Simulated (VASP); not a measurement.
# C (P3_221) in VASP: further runs

The runs below take C through single point, relaxation of cell and atoms, with PBE.

Program: VASP 6.6.1. These are calculated values, not measurements. Logs are shortened: lines on timing, memory, paths and dates and some standing lists are left out, and cuts for length are marked.

## Step 1: The cell of the first run

The structure is trigonal, space group P3_221 (No. 154). Conventional cell: a = 4.331 Å, b = 4.331 Å, c = 2.689 Å, α = 90.00°, β = 90.00°, γ = 120.00°. Within 1.9 Å of C (site symmetry 1) lie 3 C at 1.41 to 1.48 Å. C (site symmetry 2) has 6 C at 1.46 to 2.04 Å within 2.1 Å.

The cell was generated, and may not be a known phase.

## Step 2: Single point, PBE

File INCAR:

```
PREC = Accurate
ENCUT = 520
EDIFF = 1E-6
ISMEAR = 0
SIGMA = 0.1
LREAL = False
LASPH = True
NELM = 60
ALGO = Normal
ISIF = 2
LWAVE = False
LCHARG = False
GGA = PE
NBANDS = 28
```

File KPOINTS:

```
regular mesh
0
Gamma
  6 6 6
```

File POSCAR:

```
C
1.0
    4.3313626900      0.0000000000      0.0000000000
   -2.1656813500      3.7510701200      0.0000000000
    0.0000000000      0.0000000000      2.6886485900
C
9
Direct
    0.7664782800      0.6084738900      0.1412367300
    0.3915261100      0.1580043900      0.8079034000
    0.8419956100      0.2335217200      0.4745700700
    0.6084738900      0.7664782800      0.8587632700
    0.1580043900      0.3915261100      0.1920966000
    0.2335217200      0.8419956100      0.5254299300
    0.5261267700      0.0000000000      0.1666666700
    0.0000000000      0.5261267700      0.8333333300
    0.4738732300      0.4738732300      0.5000000000
```

Potentials or basis: VASP PAW PBE potentials, release 64 (C).

Launch:

```console
$ cat potpaw_PBE.64/C/POTCAR > POTCAR
$ mpirun -np 1 vasp_std > vasp.out
```

OUTCAR:

```text
PREC = Accurate
   ENCUT = 520
   EDIFF = 1E-6
   ISMEAR = 0
   LREAL = False
   LASPH = True
   NELM = 60
   ISIF = 2
   GGA = PE

 ion  position               nearest neighbor table
   1  0.766  0.608  0.141-   4 1.41   9 1.46   8 1.48   2 2.02   3 2.02   6 2.03   9 2.04
   2  0.392  0.158  0.808-   6 1.41   7 1.46   9 1.48   1 2.02   3 2.02   5 2.03   7 2.04
   3  0.842  0.234  0.475-   5 1.41   8 1.46   7 1.48   2 2.02   1 2.02   4 2.03   8 2.04
   4  0.608  0.766  0.859-   1 1.41   9 1.46   7 1.48   5 2.02   6 2.02   3 2.03   9 2.04
   5  0.158  0.392  0.192-   3 1.41   8 1.46   9 1.48   4 2.02   6 2.02   2 2.03   8 2.04
   6  0.234  0.842  0.525-   2 1.41   7 1.46   8 1.48   5 2.02   4 2.02   1 2.03   7 2.04
   7  0.526  0.000  0.167-   6 1.46   2 1.46   3 1.48   4 1.48   2 2.04   6 2.04
   8  0.000  0.526  0.833-   3 1.46   5 1.46   6 1.48   1 1.48   5 2.04   3 2.04
   9  0.474  0.474  0.500-   1 1.46   4 1.46   5 1.48   2 1.48   1 2.04   4 2.04

  LATTYP: Found a hexagonal cell.
 ALAT       =     4.3313626900
 C/A-ratio  =     0.6207396569

  Lattice vectors:

 A1 = (   4.3313626900,   0.0000000000,   0.0000000000)
 A2 = (  -2.1656813500,   3.7510701200,   0.0000000000)
 A3 = (   0.0000000000,   0.0000000000,   2.6886485900)

Analysis of symmetry for initial positions (statically):
=====================================================================
 Subroutine PRICEL returns:
 Original cell was already a primitive cell.

 Routine SETGRP: Setting up the symmetry group for a
 hexagonal supercell.

 Subroutine GETGRP returns: Found  6 space group operations
 (whereof  2 operations were pure point group operations)
 out of a pool of 24 trial point group operations.

The static configuration has the point symmetry C_2 .
 The point group associated with its full space group is D_3 .

Analysis of symmetry for dynamics (positions and initial velocities):
=====================================================================
 Subroutine PRICEL returns:
 Original cell was already a primitive cell.

 Routine SETGRP: Setting up the symmetry group for a
 hexagonal supercell.

 Subroutine GETGRP returns: Found  6 space group operations
 (whereof  2 operations were pure point group operations)
 out of a pool of 24 trial point group operations.

The dynamic configuration has the point symmetry C_2 .
 The point group associated with its full space group is D_3 .

[... 104 lines left out ...]
   ISTART =      0    job   : 0-new  1-cont  2-samecut
   ICHARG =      2    charge: 1-file 2-atom 10-const
   ISPIN  =      1    spin polarized calculation?
   LNONCOLLINEAR =      F non collinear calculations
   LSORBIT =      F    spin-orbit coupling
   LASPH  =      T    aspherical Exc in radial PAW
   ENCUT  =  520.0 eV  38.22 Ry    6.18 a.u.   8.05  8.05  5.00*2*pi/ulx,y,z
   NELM   =     60;   NELMIN=  2; NELMDL= -5     # of ELM steps
   EDIFF  = 0.1E-05   stopping-criterion for ELM
   LREAL  =      F    real-space projection
[... 7 lines left out ...]
   TEBEG  =    0.0;   TEEND  =   0.0 temperature during run
   PSTRESS=    0.0 pullay stress
   NELECT =      36.0000    total number of electrons
   NUPDOWN=      -1.0000    fix difference up-down
   EMIN   =  10.00;   EMAX   =-10.00  energy-range for DOS
   EFERMI =   0.00;   METHOD = LEGACY
   ISMEAR =     0;   SIGMA  =   0.10  broadening in eV -4-tet -1-fermi 0-gaus
   EFERMI_NEDOS =   21; number of points for ismear=-14 and -15
   IALGO  =     38    algorithm
   IMIX   =      4    mixing-type and parameters
     AMIX     =   0.40;   BMIX     =  1.00
     AMIX_MAG =   1.60;   BMIX_MAG =  1.00
  volume/ion in A,a.u.               =       4.85        32.75
  Fermi-wavevector in a.u.,A,eV,Ry     =   1.534868  2.900480 32.052880  2.355820
  Thomas-Fermi vector in A             =   2.641736
   LORBIT       =      0    0 simple, 1 ext, 2 COOP (PROOUT), +10 PAW based schemes
   GGA     = PE    functional components
   LHFCALC =     F    Hartree Fock is set to
   AEXX    =    0.0000 exact exchange contribution
   IVDW    =     0    specifies the selected vdW correction
   LEPSILON=     F    determine dielectric tensor
   LRPA    =     F    only Hartree local field effects (RPA)
 non-spin polarized calculation
 Gauss-broadening in eV      SIGMA  =   0.10
  energy-cutoff  :      520.00
  volume of cell :       43.68
 maximum number of plane-waves:      1194
   NGX = 17   NGY = 17   NGZ =  9

 number of electron      35.9999998 magnetization

 Free energy of the ion-electron system (eV)
  ---------------------------------------------------
  ext. energy  EPLUGINS =         0.00000000
  ---------------------------------------------------
  free energy    TOTEN  =       -63.21676107 eV

  energy without entropy =      -63.21598405  energy(sigma->0) =      -63.21637256

 E-fermi :  12.6140     XC(G=0): -14.2278

 val. band max:       12.5984273262   @ k =   0.0000   0.0000   0.1667
 cond. band min:      13.0083402180   @ k =   0.5000   0.0000   0.0000
 fundamental gap:      0.4099128918
 Fermi energy:        12.6139993327

 k-point     1 :       0.0000    0.0000    0.0000
  band No.  band energies     occupation
      1     -12.3105      2.00000
      2      -5.9981      2.00000
      3      -5.9981      2.00000
      4      -3.6930      2.00000
      5      -2.8029      2.00000
      6      -2.8029      2.00000
[... 733 lines left out ...]
     27      23.1305      0.00000
     28      23.9068      0.00000

 [... further k-points ...]
[... 5 lines left out ...]
  --------------------------------------------------------------------------------------
  -------------------------------------------------------------------------------------
  Total       33.5738463     33.5738463     29.7403105     -0.0000000     -0.0000000      0.0000000
  in kB     1231.3964674   1231.3964657   1090.7929034     -0.0000016     -0.0000000      0.0000000
  external PRESSURE =    1184.5286122 kB  Pullay stress =       0.0000000 kB

 VOLUME and BASIS-vectors are now :
 -----------------------------------------------------------------------------
  energy-cutoff  :      520.00
  volume of cell :       43.68
      direct lattice vectors                 reciprocal lattice vectors
     4.331362690  0.000000000  0.000000000     0.230874224  0.133295296  0.000000000
    -2.165681350  3.751070120  0.000000000     0.000000000  0.266590591  0.000000000
     0.000000000  0.000000000  2.688648590     0.000000000  0.000000000  0.371934065

 POSITION                                       TOTAL-FORCE (eV/Angst)
 -----------------------------------------------------------------------------------
      2.00213      2.28243      0.37974         3.461994      5.838458      0.867072
      1.35365      0.59269      2.17217        -6.787250      0.078946      0.867072
      3.14125      0.87596      1.27595         3.325256     -5.917403      0.867072
      0.97557      2.87511      2.30891         3.325256      5.917403     -0.867072
     -0.16355      1.46864      0.51648         3.461994     -5.838458     -0.867072
     -0.81203      3.15838      1.41270        -6.787250     -0.078946     -0.867072
      2.27885      0.00000      0.44811         0.360888      0.000000      0.000000
     -1.13942      1.97354      2.24054        -0.180444      0.312538      0.000000
      1.02626      1.77753      1.34432        -0.180444     -0.312538      0.000000
 -----------------------------------------------------------------------------------
    total drift:                                0.000014      0.000005     -0.000000

  FREE ENERGIE OF THE ION-ELECTRON SYSTEM (eV)
  ---------------------------------------------------
  free  energy   TOTEN  =       -63.2167610703 eV

  energy  without entropy=      -63.2159840456  energy(sigma->0) =      -63.21637256
```

OSZICAR:

```text
N       E                     dE             d eps       ncg     rms          rms(c)
DAV:   1     0.102917062439E+03    0.10292E+03   -0.19940E+04  1904   0.128E+03
DAV:   2    -0.592891876670E+02   -0.16221E+03   -0.15522E+03  2364   0.255E+02
DAV:   3    -0.659093591932E+02   -0.66202E+01   -0.65564E+01  2480   0.467E+01
DAV:   4    -0.659661952815E+02   -0.56836E-01   -0.56736E-01  2464   0.467E+00
DAV:   5    -0.659669644961E+02   -0.76921E-03   -0.76896E-03  2432   0.515E-01    0.129E+01
DAV:   6    -0.638631838515E+02    0.21038E+01   -0.15581E+00  2156   0.714E+00    0.771E+00
DAV:   7    -0.632154540115E+02    0.64773E+00   -0.16850E+00  2204   0.763E+00    0.187E+00
DAV:   8    -0.632168239029E+02   -0.13699E-02   -0.87588E-02  2308   0.181E+00    0.208E-01
DAV:   9    -0.632167401603E+02    0.83743E-04   -0.26497E-03  2556   0.320E-01    0.932E-02
DAV:  10    -0.632167563891E+02   -0.16229E-04   -0.20495E-04  2240   0.875E-02    0.231E-02
DAV:  11    -0.632167610714E+02   -0.46823E-05   -0.18542E-05  2408   0.282E-02    0.663E-03
DAV:  12    -0.632167610703E+02    0.10932E-08   -0.33927E-06  2180   0.113E-02
   1 F= -.63216761E+02 E0= -.63216373E+02  d E =-.777025E-03
```

It took 30 s on 1 thread of Intel Xeon 8259CL, shared host; peak memory 0.16 GiB.

Results:

```yaml
Free_energy: -63.2168 eV
Pressure: 118.5 GPa
Largest_force: 6.843 eV/Å
Band_gap_on_the_k_mesh: zero (bands 18 and 19 overlap by 0.82 eV)
```

Forces in eV/Å, atoms in the order of the input:
```
C    3.462  5.838  0.867
C   -6.787  0.079  0.867
C    3.325 -5.917  0.867
C    3.325  5.917 -0.867
C    3.462 -5.838 -0.867
C   -6.787 -0.079 -0.867
C    0.361  0.000  0.000
C   -0.180  0.313  0.000
C   -0.180 -0.313  0.000
```

Stress tensor (GPa, compression positive):
```
123.14   0.00   0.00
  0.00 123.14   0.00
  0.00   0.00 109.08
```

Caveat: the k points lie up to 0.39 Å⁻¹ apart, too coarse for converged energies and pressures of a metal; this functional lacks dispersion, which binds layers or chains, so the pressure and a relaxed spacing across them are unreliable; forces of over 1 eV/Å act on the atoms, so gaps and moduli don't describe the material at rest.

## Step 3: Relaxation of cell and atoms, PBE

File INCAR:

```
  ALGO = Normal
  EDIFF = 1E-7
  EDIFFG = -0.04
  ENCUT = 600
  GGA = PE
  IBRION = 2
  ISIF = 3
  ISMEAR = 0
  LASPH = T
  LCHARG = F
  LREAL = F
  LWAVE = F
  NELM = 60
  NSW = 90
  PREC = Accurate
  SIGMA = 0.1
```

File KPOINTS:

```
k-points
0
Gamma
  6 6 6
```

POSCAR is that of step 2.

Potentials or basis: VASP PAW PBE potentials, release 64 (C).

Launch:

```console
$ cat potpaw_PBE.64/C/POTCAR > POTCAR
$ mpirun -np 1 vasp_std > vasp.out
```

Run time: 5.8 min. Hardware: 1 thread of Intel Xeon 8259CL, shared host; peak memory 0.18 GiB.

It converged, with:

```yaml
Free_energy: -71.7917 eV
Relaxed_volume: 5.49 Å³/atom
Relaxed_cell: a = 4.514 Å, b = 4.514 Å, c = 2.801 Å, α = 90.00°, β = 90.00°, γ = 120.00°
Space_group_after_relaxing_to_0.1_Å: P6_222 (No. 180)
Energy_gained_by_relaxing: 950.1 meV/atom
Ionic_steps: 13
Pressure_after_relaxing: 0.0 GPa
Largest_force_after_relaxing: 0.017 eV/Å
```

Forces on the atoms (eV/Å):
```
C    0.004  0.004  0.000
C   -0.006  0.001  0.000
C    0.002 -0.005  0.000
C    0.002  0.005  0.000
C    0.004 -0.004  0.000
C   -0.006 -0.001  0.000
C   -0.017  0.000  0.000
C    0.008 -0.015  0.000
C    0.008  0.015  0.000
```

The path:
| step | energy change (eV) | largest force (eV/Å) | pressure (GPa) | volume (Å³) |
| --- | --- | --- | --- | --- |
| 1 | 0.0000 | 6.8395 | 117.65 | 43.68 |
| 2 | -1.5934 | 1.2587 | -69.04 | 70.31 |
| 3 | -6.6966 | 2.1420 | -30.63 | 55.54 |
| 4 | -6.7450 | 2.1607 | -24.69 | 54.57 |
| 5 | -6.7469 | 2.1632 | -21.76 | 54.12 |
| 6 | -8.2646 | 1.6290 | -8.79 | 50.76 |
| 7 | -8.2824 | 1.7955 | -6.26 | 50.40 |
| 8 | -8.2483 | 1.9522 | 16.05 | 47.94 |
| 9 | -8.5070 | 0.7472 | 2.24 | 49.19 |
| 10 | -8.5330 | 0.4548 | -1.76 | 49.64 |
| 11 | -8.5504 | 0.0703 | -0.34 | 49.46 |
| 12 | -8.5507 | 0.0400 | 0.16 | 49.40 |
| 13 | -8.5508 | 0.0170 | -0.03 | 49.42 |

Final structure:
```xyz
9
Lattice="4.5137 0.0000 0.0000 -2.2569 3.9090 0.0000 0.0000 0.0000 2.8012" Properties=species:S:1:pos:R:3 pbc="T T T"
C     2.2567    2.6059    0.4668
C     1.1286    0.6514    2.3343
C     3.3853    0.6517    1.4006
C     1.1284    3.2573    2.3344
C    -0.0002    1.3031    0.4669
C    -1.1282    3.2576    1.4007
C     0.0006    3.9090    0.4669
C     3.3850    1.9550    2.3343
C     1.1281    1.9540    1.4006
```

Caveat: this functional lacks dispersion, which binds layers or chains, so the pressure and a relaxed spacing across them are unreliable.

## Step 4: Single point, PBE, collinear spin

File INCAR:

```
SYSTEM = C
PREC     = Accurate       ! precision mode
ENCUT    = 520            ! plane-wave cutoff, eV
EDIFF    = 1E-6           ! SCF threshold, eV
ISMEAR   = 0              ! smearing method
SIGMA    = 0.1            ! smearing width, eV
LREAL    = .False.        ! projectors in reciprocal space
LASPH    = .True.         ! aspherical terms in the spheres
NELM     = 150            ! most SCF steps
ALGO     = Normal         ! electronic algorithm
ISIF     = 2              ! what is computed and relaxed
LWAVE    = .False.        ! write WAVECAR
LCHARG   = .False.        ! write CHGCAR
ISPIN    = 2              ! spin polarisation
MAGMOM   = 1 1 1 1 1 1 1 1 1 ! initial moments
LORBIT   = 11             ! projections on sites
GGA      = PE             ! functional
NBANDS   = 32             ! bands
```

File KPOINTS:

```
regular mesh
0
Gamma
  6 6 6
  0 0 0
```

POSCAR is that of step 3.

Launch:

```console
$ cat potpaw_PBE.64/C/POTCAR > POTCAR
$ mpirun -np 1 vasp_std > vasp.out
```

Run time: 86 s. Hardware: 1 thread of Intel Xeon 8259CL, shared host; peak memory 0.2 GiB.

It converged, with:

```
Free energy                                           : -63.2168 eV
Pressure                                              : 118.5 GPa
Largest force                                         : 6.843 eV/Å
Band gap on the k mesh                                : zero (filled and empty bands overlap)
Net moment                                            : 0.00 μB per cell
Valence electrons inside the program's atomic spheres : C 2.67, 2.71 (each value once)
```

Forces in eV/Å, atoms in the order of the input:
```
C    3.462  5.838  0.867
C   -6.787  0.079  0.867
C    3.325 -5.917  0.867
C    3.325  5.917 -0.867
C    3.462 -5.838 -0.867
C   -6.787 -0.079 -0.867
C    0.361  0.000  0.000
C   -0.180  0.312  0.000
C   -0.180 -0.312  0.000
```

Stress tensor (GPa, compression positive):
```
123.14   0.00   0.00
  0.00 123.14   0.00
  0.00   0.00 109.08
```

Levels at points of the mesh, in eV from the Fermi level:
Spin up:
| k point | band 14 | band 15 | band 16 | band 17 | band 18 | band 19 | band 20 | band 21 | band 22 | band 23 |
| --- | --- | --- | --- | --- | --- | --- | --- | --- | --- | --- |
| (0.00, 0.00, 0.00) | -4.11 | -4.11 | -3.52 | -1.08 | -1.08 | 2.87 | 2.87 | 4.04 | 5.45 | 5.53 |
| (0.50, 0.00, 0.00) | -6.19 | -4.71 | -3.86 | -1.78 | -0.33 | 0.39 | 2.34 | 4.00 | 6.02 | 6.64 |
| (0.00, 0.00, 0.50) | -5.94 | -3.07 | -3.07 | -2.10 | 0.53 | 4.03 | 4.03 | 4.82 | 6.42 | 6.42 |
| (0.50, 0.00, 0.50) | -6.16 | -5.45 | -3.41 | -1.83 | -1.39 | 1.14 | 2.39 | 3.54 | 5.05 | 7.26 |
Spin down:
```
           k point  band 16  band 17  band 18  band 19  band 20  band 21
(0.00, 0.00, 0.00)    -3.52    -1.08    -1.08     2.87     2.87     4.04
(0.50, 0.00, 0.00)    -3.86    -1.78    -0.33     0.39     2.34     4.00
(0.00, 0.00, 0.50)    -3.07    -2.10     0.53     4.03     4.03     4.82
(0.50, 0.00, 0.50)    -3.41    -1.83    -1.39     1.14     2.39     3.54
```

Caveat: the k points lie up to 0.39 Å⁻¹ apart, too coarse for converged energies and pressures of a metal; this functional lacks dispersion, which binds layers or chains, so the pressure and a relaxed spacing across them are unreliable; forces of over 1 eV/Å act on the atoms, so gaps and moduli don't describe the material at rest.

## Step 5: Summary

```csv
task,spin,cell,cutoff (eV),gap on the mesh (eV),pressure (GPa),largest force (eV/Å)
single point,off,as given,520,none,118.5,6.84
relaxation of cell and atoms,off,relaxed,600,-,0.0,0.02
single point,collinear,as given,520,none,118.5,6.84
```

Alike in all rows: level PBE; potentials or basis VASP PAW PBE potentials, release 64 (C); k mesh 6 × 6 × 6; smearing gaussian 0.1 eV.

Caveats: some runs use coarse meshes; this functional lacks dispersion, which binds layers or chains, so the pressure and a relaxed spacing across them are unreliable; forces of over 1 eV/Å act on the atoms, so gaps and moduli don't describe the material at rest (at least some runs).

Absolute energies hang on the potentials; compare differences alone.

The gap in the log of VASP goes by the Fermi energy; the results here count the filled bands.